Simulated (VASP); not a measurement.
Input of a VASP 6.6.1 run:

INCAR

```
SYSTEM = BeS
ALGO = Normal
EDIFF = 1E-8
ENCUT = 520
GGA = PE
GGA_COMPAT = .False.
ISIF = 2
ISMEAR = -1
LASPH = .True.
LCHARG = .False.
LEFG = .True.
LREAL = .False.
LWAVE = .False.
NBANDS = 11
NELM = 120
PREC = Accurate
SIGMA = 0.08
```

File KPOINTS:

```
k-points
0
Gamma
  13 13 13
  0 0 0
```

Contents of POSCAR:

```
BeS
1.0
    0.0000000000      2.2752257404      2.2752257404
    2.2752257404      0.0000000000      2.2752257404
    2.2752257404      2.2752257404      0.0000000000
Be S
1 1
Direct
    0.0000000000      0.0000000000      0.0000000000
    0.5000000000      0.5000000000      0.5000000000
```

Potentials or basis: VASP PAW PBE potentials, release 64 (Be, S).

The run is started by

```bash
$ cat potpaw_PBE.64/Be/POTCAR potpaw_PBE.64/S/POTCAR > POTCAR
$ mpirun -np 1 vasp_std > vasp.out
```

What does it give for the band gap on the k mesh?

1.04 eV (least direct gap 4.42 eV).

What does it give for the pressure?

6.0 GPa.

Caveat: the cell stands under pressure; an odd mesh through Γ misses points on the zone boundary, where band edges can lie.
